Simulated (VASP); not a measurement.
# SnO (Cmcm) in VASP: single point with PBE

Aim: the single point of SnO with PBE.

All numbers are computed with VASP 6.6.1; they aren't measurements. Logs are shortened: lines on timing, memory, paths and dates and some standing lists are left out, and cuts for length are marked.

### 1 The cell of the first run

It takes space group Cmcm (No. 63, orthorhombic). Conventional cell: a = 4.071 Å, b = 7.146 Å, c = 5.185 Å, α = 90.00°, β = 90.00°, γ = 90.00°. Within 3.0 Å of Sn (site symmetry m2m) lie 5 O at 2.25 to 2.64 Å. Within 3.0 Å of O (site symmetry m2m) lie 5 Sn at 2.25 to 2.64 Å.

### 2 Single point, PBE (uniaxial x strain -1.3%)

Input file INCAR:

```
  PREC = Accurate
  ENCUT = 520
  EDIFF = 1E-6
  ISMEAR = -1
  SIGMA = 0.02
  LREAL = F
  LASPH = T
  NELM = 60
  ALGO = Normal
  ISIF = 2
  LWAVE = F
  LCHARG = T
  GGA = PE
  LELF = T
  LVHAR = T
  NBANDS = 28
```

Input file KPOINTS:

```
Automatic mesh
0
Gamma
  12 12 6
```

Input file POSCAR:

```
SnO
1.0
    4.0710427221      0.0000000000      0.0000000000
   -2.0355213610      3.5727872084      0.0000000000
    0.0000000000      0.0000000000      5.1854029691
Sn O
2 2
Direct
    0.3511104838      0.7022209675      0.2500000000
    0.6488895162      0.2977790325      0.7500000000
    0.7156805601      0.4313611203      0.2500000000
    0.2843194399      0.5686388797      0.7500000000
```

Potentials or basis: VASP PAW PBE potentials, release 64 (Sn_d, O).

Run with:

```sh
$ cat potpaw_PBE.64/Sn_d/POTCAR potpaw_PBE.64/O/POTCAR > POTCAR
$ mpirun -np 1 vasp_std > vasp.out
```

OUTCAR:

```text
PREC = Accurate
   ENCUT = 520
   EDIFF = 1E-6
   ISMEAR = -1
   LREAL = F
   LASPH = T
   NELM = 60
   ISIF = 2
   GGA = PE

 ion  position               nearest neighbor table
   1  0.351  0.702  0.250-   3 2.25   3 2.25   3 2.61   4 2.64   4 2.64   2 3.35   2 3.35   2 3.60
                             2 3.60   2 3.60   2 3.60
   2  0.649  0.298  0.750-   4 2.25   4 2.25   4 2.61   3 2.64   3 2.64   1 3.35   1 3.35   1 3.60
                             1 3.60   1 3.60   1 3.60
   3  0.716  0.431  0.250-   1 2.25   1 2.25   1 2.61   2 2.64   2 2.64
   4  0.284  0.569  0.750-   2 2.25   2 2.25   2 2.61   1 2.64   1 2.64

  LATTYP: Found a base centered orthorhombic cell.
 ALAT       =     4.0710427221
 B/A-ratio  =     1.7552197077
 C/A-ratio  =     1.2737284581

  Lattice vectors:

 A1 = (   2.0355213610,  -3.5727872084,   0.0000000000)
 A2 = (   2.0355213611,   3.5727872084,   0.0000000000)
 A3 = (   0.0000000000,   0.0000000000,   5.1854029691)

Analysis of symmetry for initial positions (statically):
=====================================================================
 Subroutine PRICEL returns:
 Original cell was already a primitive cell.

 Routine SETGRP: Setting up the symmetry group for a
 base centered orthorhombic supercell.

 Subroutine GETGRP returns: Found  8 space group operations
 (whereof  4 operations were pure point group operations)
 out of a pool of  8 trial point group operations.

The static configuration has the point symmetry C_2h.
 The point group associated with its full space group is D_2h.

Analysis of symmetry for dynamics (positions and initial velocities):
=====================================================================
 Subroutine PRICEL returns:
 Original cell was already a primitive cell.

 Routine SETGRP: Setting up the symmetry group for a
 base centered orthorhombic supercell.

 Subroutine GETGRP returns: Found  8 space group operations
 (whereof  4 operations were pure point group operations)
 out of a pool of  8 trial point group operations.

The dynamic configuration has the point symmetry C_2h.
 The point group associated with its full space group is D_2h.

 Subroutine INISYM returns: Found  8 space group operations
 (whereof  4 operations are pure point group operations),
 and found     1 'primitive' translations

----------------------------------------------------------------------------------------

                                     Primitive cell

  volume of cell :      75.4215

  direct lattice vectors                    reciprocal lattice vectors
     4.071042722  0.000000000  0.000000000     0.245637314  0.139946762  0.000000000
    -2.035521361  3.572787208  0.000000000     0.000000000  0.279893523  0.000000000
     0.000000000  0.000000000  5.185402969     0.000000000  0.000000000  0.192849043

  length of vectors
     4.071042722  4.111952778  5.185402969     0.282706184  0.279893523  0.192849043

  position of ions in fractional coordinates (direct lattice)
     0.351110484  0.702220967  0.250000000
     0.648889516  0.297779033  0.750000000
     0.715680560  0.431361120  0.250000000
     0.284319440  0.568638880  0.750000000

  ion indices of the primitive-cell ions
   primitive index   ion index
                 1           1
                 2           2
                 3           3
                 4           4

----------------------------------------------------------------------------------------

 KPOINTS: Automatic mesh

Automatic generation of k-mesh.
 Grid dimensions read from file:
 generate k-points for:   12   12    6

 Generating k-lattice:

  Cartesian coordinates                     Fractional coordinates (reciprocal lattice)
     0.020469776  0.011662230  0.000000000     0.083333333  0.000000000  0.000000000
     0.000000000  0.023324460  0.000000000     0.000000000  0.083333333  0.000000000
     0.000000000  0.000000000  0.032141507     0.000000000  0.000000000  0.166666667

  Length of vectors
     0.023558849  0.023324460  0.032141507

  Shift w.r.t. Gamma in fractional coordinates (k-lattice)
     0.000000000  0.000000000  0.000000000

 Subroutine IBZKPT returns following result:
 ===========================================

 Found    172 irreducible k-points:

 Following reciprocal coordinates:
            Coordinates               Weight
  0.000000  0.000000  0.000000      1.000000
  0.083333  0.000000  0.000000      4.000000
  0.166667 -0.000000  0.000000      4.000000
  0.250000 -0.000000  0.000000      4.000000
  0.333333  0.000000  0.000000      4.000000
  0.416667 -0.000000  0.000000      4.000000
[... 16 lines left out ...]
  0.333333  0.166667  0.000000      4.000000
  0.416667  0.166667  0.000000      4.000000
 [... further k-points ...]
   k-points           NKPTS =    172   k-points in BZ     NKDIM =    172   number of bands    NBANDS=     28
   number of dos      NEDOS =    301   number of ions     NIONS =      4
   total plane-waves  NPLWV =  38400
   dimension x,y,z NGX =    30 NGY =   32 NGZ =   40
   dimension x,y,z NGXF=    60 NGYF=   64 NGZF=   80
   ions per type =               2   2
   NGX,Y,Z   is equivalent  to a cutoff of  12.25, 12.94, 12.82 a.u.
   NGXF,Y,Z  is equivalent  to a cutoff of  24.50, 25.88, 25.65 a.u.
 SYSTEM =  unknown system
   PREC   = accura    normal or accurate (medium, high low for compatibility)
   ISTART =      0    job   : 0-new  1-cont  2-samecut
   ICHARG =      2    charge: 1-file 2-atom 10-const
   ISPIN  =      1    spin polarized calculation?
   LNONCOLLINEAR =      F non collinear calculations
   LSORBIT =      F    spin-orbit coupling
   LASPH  =      T    aspherical Exc in radial PAW
   ENCUT  =  520.0 eV  38.22 Ry    6.18 a.u.   7.57  7.65  9.64*2*pi/ulx,y,z
   NELM   =     60;   NELMIN=  2; NELMDL= -5     # of ELM steps
   EDIFF  = 0.1E-05   stopping-criterion for ELM
   LREAL  =      F    real-space projection
   EDIFFG = 0.1E-04   stopping-criterion for IOM
   NSW    =      0    number of steps for IOM
   IBRION =     -1    ionic relax: 0-MD 1-quasi-New 2-CG
   NFREE  =      0    steps in history (QN), initial steepest desc. (CG)
   ISIF   =      2    stress and relaxation
   ISYM   =      2    0-nonsym 1-usesym 2-fastsym
   POTIM  = 0.5000    time-step for ionic-motion
   TEBEG  =    0.0;   TEEND  =   0.0 temperature during run
   PSTRESS=    0.0 pullay stress
   NELECT =      40.0000    total number of electrons
   NUPDOWN=      -1.0000    fix difference up-down
   EMIN   =  10.00;   EMAX   =-10.00  energy-range for DOS
   EFERMI =   0.00;   METHOD = LEGACY
   ISMEAR =    -1;   SIGMA  =   0.02  broadening in eV -4-tet -1-fermi 0-gaus
   EFERMI_NEDOS =   21; number of points for ismear=-14 and -15
   IALGO  =     38    algorithm
   IMIX   =      4    mixing-type and parameters
     AMIX     =   0.40;   BMIX     =  1.00
     AMIX_MAG =   1.60;   BMIX_MAG =  1.00
  volume/ion in A,a.u.               =      18.86       127.24
  Fermi-wavevector in a.u.,A,eV,Ry     =   1.325144  2.504159 23.891918  1.756006
  Thomas-Fermi vector in A             =   2.454627
   LORBIT       =      0    0 simple, 1 ext, 2 COOP (PROOUT), +10 PAW based schemes
   GGA     = PE    functional components
   LHFCALC =     F    Hartree Fock is set to
   AEXX    =    0.0000 exact exchange contribution
   IVDW    =     0    specifies the selected vdW correction
   LEPSILON=     F    determine dielectric tensor
   LRPA    =     F    only Hartree local field effects (RPA)
 non-spin polarized calculation
  energy-cutoff  :      520.00
  volume of cell :       75.42
 maximum number of plane-waves:      2063
   NGX = 15   NGY = 15   NGZ = 19

 number of electron      40.0000002 magnetization

 Free energy of the ion-electron system (eV)
  ---------------------------------------------------
  ext. energy  EPLUGINS =         0.00000000
  ---------------------------------------------------
  free energy    TOTEN  =       -20.84242391 eV

  energy without entropy =      -20.84242390  energy(sigma->0) =      -20.84242390

 E-fermi :   6.7285     XC(G=0):  -9.8961

 val. band max:        6.4311345283   @ k =   0.3333   0.3333   0.3333
 cond. band min:       7.0460119577   @ k =   0.2500   0.3333   0.3333
 fundamental gap:      0.6148774293
 Fermi energy:         6.7285351485

 k-point     1 :       0.0000    0.0000    0.0000
  band No.  band energies     occupation
      1     -15.3525      2.00000
      2     -15.2169      2.00000
      3     -15.1359      2.00000
      4     -15.1209      2.00000
      5     -15.1111      2.00000
      6     -15.1038      2.00000
[... 20 lines left out ...]
     27      13.6213      0.00000
     28      15.9124      0.00000

 k-point     2 :       0.0833    0.0000    0.0000
  band No.  band energies     occupation
      1     -15.3498      2.00000
      2     -15.2169      2.00000
      3     -15.1347      2.00000
      4     -15.1231      2.00000
      5     -15.1154      2.00000
      6     -15.1074      2.00000
[... 20 lines left out ...]
     27      14.1720      0.00000
     28      16.1061      0.00000

 k-point     3 :       0.1667   -0.0000    0.0000
  band No.  band energies     occupation
      1     -15.3423      2.00000
      2     -15.2166      2.00000
      3     -15.1458      2.00000
      4     -15.1222      2.00000
      5     -15.1153      2.00000
      6     -15.1132      2.00000
[... 20 lines left out ...]
     27      15.2396      0.00000
     28      15.3395      0.00000

 k-point     4 :       0.2500   -0.0000    0.0000
  band No.  band energies     occupation
      1     -15.3314      2.00000
      2     -15.2160      2.00000
      3     -15.1690      2.00000
      4     -15.1246      2.00000
      5     -15.1135      2.00000
      6     -15.1099      2.00000
[... 578 lines left out ...]
     27      13.3891      0.00000
     28      16.4519      0.00000

 k-point    23 :       0.3333    0.1667    0.0000
  band No.  band energies     occupation
      1     -15.3067      2.00000
      2     -15.2226      2.00000
      3     -15.2117      2.00000
      4     -15.1380      2.00000
      5     -15.1019      2.00000
      6     -15.0946      2.00000
[... 20 lines left out ...]
     27      12.9534      0.00000
     28      16.1785      0.00000

 k-point    24 :       0.4167    0.1667    0.0000
  band No.  band energies     occupation
      1     -15.2915      2.00000
      2     -15.2376      2.00000
      3     -15.2139      2.00000
      4     -15.1365      2.00000
      5     -15.1015      2.00000
      6     -15.0941      2.00000
[... 20 lines left out ...]
     27      12.6740      0.00000
     28      16.0214      0.00000

 [... further k-points ...]

------------------------ aborting loop because EDIFF is reached ----------------------------------------

  FORCE on cell =-STRESS in cart. coord.  units (eV):
  Direction    XX          YY          ZZ          XY          YZ          ZX
  --------------------------------------------------------------------------------------
  -------------------------------------------------------------------------------------
  Total        1.3245148      3.4842636      0.2494784      0.0000000      0.0000000      0.0000000
  in kB       28.1366305     74.0161117      5.2996621      0.0000000      0.0000000      0.0000000
  external PRESSURE =      35.8174681 kB  Pullay stress =       0.0000000 kB

 VOLUME and BASIS-vectors are now :
 -----------------------------------------------------------------------------
  energy-cutoff  :      520.00
  volume of cell :       75.42
      direct lattice vectors                 reciprocal lattice vectors
     4.071042722  0.000000000  0.000000000     0.245637314  0.139946762  0.000000000
    -2.035521361  3.572787208  0.000000000     0.000000000  0.279893523  0.000000000
     0.000000000  0.000000000  5.185402969     0.000000000  0.000000000  0.192849043

 POSITION                                       TOTAL-FORCE (eV/Angst)
 -----------------------------------------------------------------------------------
      0.00000      2.50889      1.29635         0.000000      0.171295      0.000000
      2.03552      1.06390      3.88905        -0.000000     -0.171295      0.000000
      2.03552      1.54116      1.29635        -0.000000     -0.210445      0.000000
      0.00000      2.03163      3.88905         0.000000      0.210445     -0.000000
 -----------------------------------------------------------------------------------
    total drift:                               -0.000000      0.000000      0.000000

  FREE ENERGIE OF THE ION-ELECTRON SYSTEM (eV)
  ---------------------------------------------------
  free  energy   TOTEN  =       -20.8424239055 eV

  energy  without entropy=      -20.8424239031  energy(sigma->0) =      -20.84242390
```

Wall time 8.8 min (1 thread of Intel Xeon Platinum 8375C at 2.90GHz (Ice Lake), shared host); peak memory 0.41 GiB.

Results:

| Property | Result |
| --- | --- |
| Free energy | -20.8424 eV |
| Pressure | 3.6 GPa |
| Largest force | 0.210 eV/Å |
| Band gap on the k mesh | 0.61 eV (least direct gap 0.72 eV) |

Forces on the atoms (eV/Å):
```
Sn   0.000  0.171  0.000
Sn   0.000 -0.171  0.000
O    0.000 -0.210  0.000
O    0.000  0.210  0.000
```

Caveat: the cell differs from its parent crystal (uniaxial x strain -1.3%); the stress differs along the axes, from 1 to 7 GPa; semilocal functionals underestimate gaps, and a narrow one can read as zero; spin-orbit coupling is left out, which moves the levels of the heavy elements. A k mesh can miss the band edges.
